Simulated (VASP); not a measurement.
# Al16O in VASP: single point with PBE

Aim: the single point of Al16O with PBE.

All numbers are computed with VASP 6.6.1; they aren't measurements. Logs are shortened: lines on timing, memory, paths and dates and some standing lists are left out, and cuts for length are marked.

## Step 1: The cell of the first run

The cell holds a slab with vacuum, 17 atoms: a = 5.714 Å, b = 8.080 Å, c = 19.743 Å, α = 90.00°, β = 90.00°, γ = 90.00°.

## Step 2: Single point, PBE

Input file INCAR:

```
ALGO = Normal ; DIPOL = 0.5 0.5 0.319
EDIFF = 1E-7 ; ENCUT = 520
GGA = PE ; IDIPOL = 3
ISIF = 2 ; ISMEAR = 0
LASPH = T ; LCHARG = F
LDIPOL = T ; LREAL = Auto
LWAVE = F ; NBANDS = 41
NELM = 60 ; PREC = Accurate
SIGMA = 0.1
```

Input file KPOINTS:

```
k-points
0
Gamma
  5 4 1
```

Input file POSCAR:

```
Al16O
1.0
    5.7135165838      0.0000000000      0.0000000000
    0.0000000000      8.0801326417      0.0000000000
    0.0000000000      0.0000000000     19.7432787023
Al O
16 1
Direct
    0.2500000000      0.2500000000      0.2026005944
    0.2500000000      0.7500000000      0.2026005944
    0.7500000000      0.2500000000      0.2026005944
    0.7500000000      0.7500000000      0.2026005944
    0.0000000000      0.0000000000      0.2749482104
    0.0000000000      0.5000000000      0.2749482104
    0.5000000000      0.0000000000      0.2749482104
    0.5000000000      0.5000000000      0.2749482104
    0.2500000000      0.2500000000      0.3495466405
    0.2500000000      0.7500000000      0.3495466405
    0.7500000000      0.2500000000      0.3495466405
    0.7500000000      0.7500000000      0.3495466405
    0.0000000000      0.0000000000      0.4175232912
    0.0000000000      0.5000000000      0.4175232912
    0.5000000000      0.0000000000      0.4175232912
    0.5000000000      0.5000000000      0.4175232912
    0.2500000000      0.2500000000      0.4391412524
```

Potentials or basis: VASP PAW PBE potentials, release 64 (Al, O).

Command:

```console
$ cat potpaw_PBE.64/Al/POTCAR potpaw_PBE.64/O/POTCAR > POTCAR
$ mpirun -np 1 vasp_std > vasp.out
```

OUTCAR:

```text
EDIFF = 1E-7
   ENCUT = 520
   GGA = PE
   ISIF = 2
   ISMEAR = 0
   LASPH = T
   LREAL = Auto
   NELM = 60
   PREC = Accurate

 ion  position               nearest neighbor table
   1  0.250  0.250  0.203-   3 2.86   3 2.86   6 2.86   7 2.86   8 2.86   5 2.86   9 2.90
   2  0.250  0.750  0.203-   4 2.86   4 2.86   6 2.86   7 2.86   8 2.86   5 2.86  10 2.90
   3  0.750  0.250  0.203-   1 2.86   1 2.86   6 2.86   7 2.86   8 2.86   5 2.86  11 2.90
   4  0.750  0.750  0.203-   2 2.86   2 2.86   6 2.86   7 2.86   8 2.86   5 2.86  12 2.90
   5  0.000  0.000  0.275-  13 2.81   7 2.86   7 2.86   4 2.86   1 2.86   2 2.86   3 2.86  11 2.88
                            12 2.88   9 2.88  10 2.88
   6  0.000  0.500  0.275-  14 2.81   8 2.86   8 2.86   4 2.86   1 2.86   2 2.86   3 2.86  11 2.88
                            12 2.88   9 2.88  10 2.88
   7  0.500  0.000  0.275-  15 2.81   5 2.86   5 2.86   4 2.86   1 2.86   2 2.86   3 2.86  11 2.88
                            12 2.88   9 2.88  10 2.88
   8  0.500  0.500  0.275-  16 2.81   6 2.86   6 2.86   4 2.86   1 2.86   2 2.86   3 2.86  11 2.88
                            12 2.88   9 2.88  10 2.88
   9  0.250  0.250  0.350-  17 1.77  14 2.81  15 2.81  16 2.81  13 2.81  11 2.86  11 2.86   8 2.88
                             5 2.88   6 2.88   7 2.88   1 2.90
  10  0.250  0.750  0.350-  13 2.81  14 2.81  15 2.81  16 2.81  12 2.86  12 2.86   7 2.88   8 2.88
                             5 2.88   6 2.88   2 2.90
  11  0.750  0.250  0.350-  13 2.81  14 2.81  15 2.81  16 2.81   9 2.86   9 2.86   7 2.88   8 2.88
                             5 2.88   6 2.88   3 2.90
  12  0.750  0.750  0.350-  13 2.81  14 2.81  15 2.81  16 2.81  10 2.86  10 2.86   7 2.88   8 2.88
                             5 2.88   6 2.88   4 2.90
  13  0.000  0.000  0.418-  17 2.51  10 2.81  11 2.81  12 2.81   9 2.81   5 2.81  15 2.86  15 2.86

  14  0.000  0.500  0.418-  17 2.51  10 2.81  11 2.81  12 2.81   9 2.81   6 2.81  16 2.86  16 2.86

  15  0.500  0.000  0.418-  17 2.51  10 2.81  11 2.81  12 2.81   9 2.81   7 2.81  13 2.86  13 2.86

  16  0.500  0.500  0.418-  17 2.51  10 2.81  11 2.81  12 2.81   9 2.81   8 2.81  14 2.86  14 2.86

  17  0.250  0.250  0.439-   9 1.77  13 2.51  14 2.51  15 2.51  16 2.51

  LATTYP: Found a simple orthorhombic cell.
 ALAT       =     5.7135165838
 B/A-ratio  =     1.4142135624
 C/A-ratio  =     3.4555388810

  Lattice vectors:

 A1 = (   5.7135165838,   0.0000000000,   0.0000000000)
 A2 = (   0.0000000000,   8.0801326417,   0.0000000000)
 A3 = (   0.0000000000,   0.0000000000,  19.7432787023)

Analysis of symmetry for initial positions (statically):
=====================================================================
 Subroutine PRICEL returns:
 Original cell was already a primitive cell.

 Routine SETGRP: Setting up the symmetry group for a
 simple orthorhombic supercell.

 Subroutine GETGRP returns: Found  4 space group operations
 (whereof  1 operations were pure point group operations)
 out of a pool of  8 trial point group operations.

The static configuration has the point symmetry C_1 .
 The point group associated with its full space group is C_2v.

Analysis of symmetry for dynamics (positions and initial velocities):
=====================================================================
 Subroutine PRICEL returns:
 Original cell was already a primitive cell.

 Routine SETGRP: Setting up the symmetry group for a
 simple orthorhombic supercell.

 Subroutine GETGRP returns: Found  4 space group operations
 (whereof  1 operations were pure point group operations)
 out of a pool of  8 trial point group operations.

The dynamic configuration has the point symmetry C_1 .
 The point group associated with its full space group is C_2v.

 Subroutine INISYM returns: Found  4 space group operations
 (whereof  1 operations are pure point group operations),
 and found     1 'primitive' translations

----------------------------------------------------------------------------------------

                                     Primitive cell

  volume of cell :     911.4676

  direct lattice vectors                    reciprocal lattice vectors
     5.713516584  0.000000000  0.000000000     0.175023558  0.000000000  0.000000000
     0.000000000  8.080132642  0.000000000     0.000000000  0.123760345  0.000000000
     0.000000000  0.000000000 19.743278702     0.000000000  0.000000000  0.050650149

  length of vectors
     5.713516584  8.080132642 19.743278702     0.175023558  0.123760345  0.050650149

  position of ions in fractional coordinates (direct lattice)
     0.250000000  0.250000000  0.202600594
     0.250000000  0.750000000  0.202600594
     0.750000000  0.250000000  0.202600594
     0.750000000  0.750000000  0.202600594
     0.000000000  0.000000000  0.274948210
     0.000000000  0.500000000  0.274948210
[... 9 lines left out ...]
     0.500000000  0.500000000  0.417523291
     0.250000000  0.250000000  0.439141252

  ion indices of the primitive-cell ions
   primitive index   ion index
                 1           1
                 2           2
                 3           3
                 4           4
                 5           5
                 6           6
[... 9 lines left out ...]
                16          16
                17          17

----------------------------------------------------------------------------------------

 KPOINTS: k-points

Automatic generation of k-mesh.
 Grid dimensions read from file:
 generate k-points for:    5    4    1

 Generating k-lattice:

  Cartesian coordinates                     Fractional coordinates (reciprocal lattice)
     0.035004712  0.000000000  0.000000000     0.200000000  0.000000000  0.000000000
     0.000000000  0.030940086  0.000000000     0.000000000  0.250000000  0.000000000
     0.000000000  0.000000000  0.050650149     0.000000000  0.000000000  1.000000000

  Length of vectors
     0.035004712  0.030940086  0.050650149

  Shift w.r.t. Gamma in fractional coordinates (k-lattice)
     0.000000000  0.000000000  0.000000000

 Subroutine IBZKPT returns following result:
 ===========================================

 Found      9 irreducible k-points:

 Following reciprocal coordinates:
            Coordinates               Weight
  0.000000  0.000000  0.000000      1.000000
  0.200000  0.000000  0.000000      2.000000
  0.400000  0.000000  0.000000      2.000000
  0.000000  0.250000  0.000000      2.000000
  0.200000  0.250000  0.000000      4.000000
  0.400000  0.250000  0.000000      4.000000
  0.000000  0.500000  0.000000      1.000000
  0.200000  0.500000  0.000000      2.000000
  0.400000  0.500000  0.000000      2.000000
   k-points           NKPTS =      9   k-points in BZ     NKDIM =      9   number of bands    NBANDS=     41
   number of dos      NEDOS =    301   number of ions     NIONS =     17
   total plane-waves  NPLWV = 378000
   dimension x,y,z NGX =    42 NGY =   60 NGZ =  150
   dimension x,y,z NGXF=    84 NGYF=  120 NGZF=  300
   ions per type =              16   1
   NGX,Y,Z   is equivalent  to a cutoff of  12.22, 12.34, 12.63 a.u.
   NGXF,Y,Z  is equivalent  to a cutoff of  24.44, 24.69, 25.26 a.u.
 SYSTEM =  unknown system
   PREC   = accura    normal or accurate (medium, high low for compatibility)
   ISTART =      0    job   : 0-new  1-cont  2-samecut
   ICHARG =      2    charge: 1-file 2-atom 10-const
   ISPIN  =      1    spin polarized calculation?
   LNONCOLLINEAR =      F non collinear calculations
   LSORBIT =      F    spin-orbit coupling
   LASPH  =      T    aspherical Exc in radial PAW
   ENCUT  =  520.0 eV  38.22 Ry    6.18 a.u.  10.62 15.02 36.71*2*pi/ulx,y,z
   NELM   =     60;   NELMIN=  2; NELMDL= -5     # of ELM steps
   EDIFF  = 0.1E-06   stopping-criterion for ELM
   LREAL  =      T    real-space projection
   EDIFFG = 0.1E-05   stopping-criterion for IOM
   NSW    =      0    number of steps for IOM
   IBRION =     -1    ionic relax: 0-MD 1-quasi-New 2-CG
   NFREE  =      0    steps in history (QN), initial steepest desc. (CG)
   ISIF   =      2    stress and relaxation
   ISYM   =      2    0-nonsym 1-usesym 2-fastsym
   POTIM  = 0.5000    time-step for ionic-motion
   TEBEG  =    0.0;   TEEND  =   0.0 temperature during run
   PSTRESS=    0.0 pullay stress
   NELECT =      54.0000    total number of electrons
   NUPDOWN=      -1.0000    fix difference up-down
   EMIN   =  10.00;   EMAX   =-10.00  energy-range for DOS
   EFERMI =   0.00;   METHOD = LEGACY
   ISMEAR =     0;   SIGMA  =   0.10  broadening in eV -4-tet -1-fermi 0-gaus
   EFERMI_NEDOS =   21; number of points for ismear=-14 and -15
   IALGO  =     38    algorithm
   IMIX   =      4    mixing-type and parameters
     AMIX     =   0.40;   BMIX     =  1.00
     AMIX_MAG =   1.60;   BMIX_MAG =  1.00
  volume/ion in A,a.u.               =      53.62       361.82
  Fermi-wavevector in a.u.,A,eV,Ry     =   0.638203  1.206029  5.541699  0.407303
  Thomas-Fermi vector in A             =   1.703466
   LORBIT       =      0    0 simple, 1 ext, 2 COOP (PROOUT), +10 PAW based schemes
   GGA     = PE    functional components
   LHFCALC =     F    Hartree Fock is set to
   AEXX    =    0.0000 exact exchange contribution
   IVDW    =     0    specifies the selected vdW correction
   LEPSILON=     F    determine dielectric tensor
   LRPA    =     F    only Hartree local field effects (RPA)
 non-spin polarized calculation
 Gauss-broadening in eV      SIGMA  =   0.10
  energy-cutoff  :      520.00
  volume of cell :      911.47
 maximum number of plane-waves:     24626
   NGX = 21   NGY = 31   NGZ = 73

 dipolmoment           0.000000      0.000000     -0.131752 electrons x Angstroem

 number of electron      53.9999995 magnetization

 dipolmoment           0.000000      0.000000      0.032086 electrons x Angstroem

 Free energy of the ion-electron system (eV)
  ---------------------------------------------------
  ext. energy  EPLUGINS =         0.00000000
  ---------------------------------------------------
  free energy    TOTEN  =       -61.94946031 eV

  energy without entropy =      -61.91163038  energy(sigma->0) =      -61.93054535

 E-fermi :  -0.6074     XC(G=0):  -4.0520

 val. band max:       -0.6113928608   @ k =   0.0000   0.2500   0.0000
 cond. band min:      -0.6071387179   @ k =   0.2000   0.2500   0.0000
 fundamental gap:      0.0042541429
 Fermi energy:        -0.6073706640

 k-point     1 :       0.0000    0.0000    0.0000
  band No.  band energies     occupation
      1     -19.1163      2.00000
      2     -10.6719      2.00000
      3      -8.7281      2.00000
      4      -8.4736      2.00000
      5      -8.1379      2.00000
      6      -6.6527      2.00000
[... 31 lines left out ...]
     38       1.6904      0.00000
     39       1.9084      0.00000

 k-point     2 :       0.2000    0.0000    0.0000
  band No.  band energies     occupation
      1     -19.1154      2.00000
      2     -10.4985      2.00000
      3      -8.5574      2.00000
      4      -8.3015      2.00000
      5      -8.0586      2.00000
      6      -7.8508      2.00000
[... 283 lines left out ...]
     38       1.8082      0.00000
     39       2.1093      0.00000

 k-point     9 :       0.4000    0.5000    0.0000
  band No.  band energies     occupation
      1     -19.1138      2.00000
      2      -9.5078      2.00000
      3      -9.4061      2.00000
      4      -8.6174      2.00000
      5      -8.5589      2.00000
      6      -7.2949      2.00000
[... 31 lines left out ...]
     38       2.3015      0.00000
     39       2.4152      0.00000
 [bands above 39 left out]

------------------------ aborting loop because EDIFF is reached ----------------------------------------

 vacuum level on the upper side and lower side of the slab       (xc-potential included)         0.043        -0.113

  FORCE on cell =-STRESS in cart. coord.  units (eV):
  Direction    XX          YY          ZZ          XY          YZ          ZX
  --------------------------------------------------------------------------------------
  -------------------------------------------------------------------------------------
  Total      -13.0523807     -5.5982571     -0.7586760      0.0000000      0.0000000      0.0000000
  in kB      -22.9434676     -9.8406132     -1.3336002      0.0000000      0.0000000      0.0000000
  external PRESSURE =     -11.3725603 kB  Pullay stress =       0.0000000 kB

 VOLUME and BASIS-vectors are now :
 -----------------------------------------------------------------------------
  energy-cutoff  :      520.00
  volume of cell :      911.47
      direct lattice vectors                 reciprocal lattice vectors
     5.713516584  0.000000000  0.000000000     0.175023558  0.000000000  0.000000000
     0.000000000  8.080132642  0.000000000     0.000000000  0.123760345  0.000000000
     0.000000000  0.000000000 19.743278702     0.000000000  0.000000000  0.050650149

 POSITION                                       TOTAL-FORCE (eV/Angst)
 -----------------------------------------------------------------------------------
      1.42838      2.02003      4.00000         0.000000      0.000000      0.272115
      1.42838      6.06010      4.00000         0.000000      0.000000      0.268802
      4.28514      2.02003      4.00000         0.000000      0.000000      0.109534
      4.28514      6.06010      4.00000         0.000000      0.000000      0.155374
      0.00000      0.00000      5.42838         0.030422      0.065818     -0.071302
      0.00000      4.04007      5.42838         0.030422     -0.065818     -0.071302
[... 9 lines left out ...]
      2.85676      4.04007      8.24328         0.081348     -0.171818      0.200005
      1.42838      2.02003      8.67009         0.000000      0.000000      0.044775
 -----------------------------------------------------------------------------------
    total drift:                               -0.000000      0.000000     -0.001264

  FREE ENERGIE OF THE ION-ELECTRON SYSTEM (eV)
  ---------------------------------------------------
  free  energy   TOTEN  =       -61.9494603136 eV

  energy  without entropy=      -61.9116303808  energy(sigma->0) =      -61.93054535

 vacuum level on the upper side and lower side of the slab         3.712         3.550
```

Run time: 7.1 min. Hardware: 1 thread of Intel Xeon 6975P-C (Granite Rapids), shared host; peak memory 0.82 GiB.

Results:

| Item | Value |
| --- | --- |
| Free energy | -61.9495 eV |
| Largest force | 0.927 eV/Å |
| Band gap on the k mesh | zero (bands 27 and 28 overlap by 0.52 eV) |

Forces in eV/Å, atoms in the order of the input:
```
Al   0.000  0.000  0.272
Al   0.000  0.000  0.269
Al   0.000  0.000  0.110
Al   0.000  0.000  0.155
Al   0.030  0.066 -0.071
Al   0.030 -0.066 -0.071
Al  -0.030  0.066 -0.071
Al  -0.030 -0.066 -0.071
Al   0.000  0.000 -0.927
Al   0.000  0.000  0.179
Al   0.000  0.000 -0.434
Al   0.000  0.000 -0.184
Al  -0.081  0.172  0.200
Al  -0.081 -0.172  0.200
Al   0.081  0.172  0.200
Al   0.081 -0.172  0.200
O    0.000  0.000  0.045
```

Levels at points of the mesh, in eV from the Fermi level:
```csv
k point,band 25,band 26,band 27,band 28,band 29,band 30
"(0.00, 0.00, 0.00)",-0.82,-0.70,-0.51,-0.13,0.34,0.52
"(0.00, 0.50, 0.00)",-0.89,-0.62,-0.55,-0.27,0.32,0.36
```
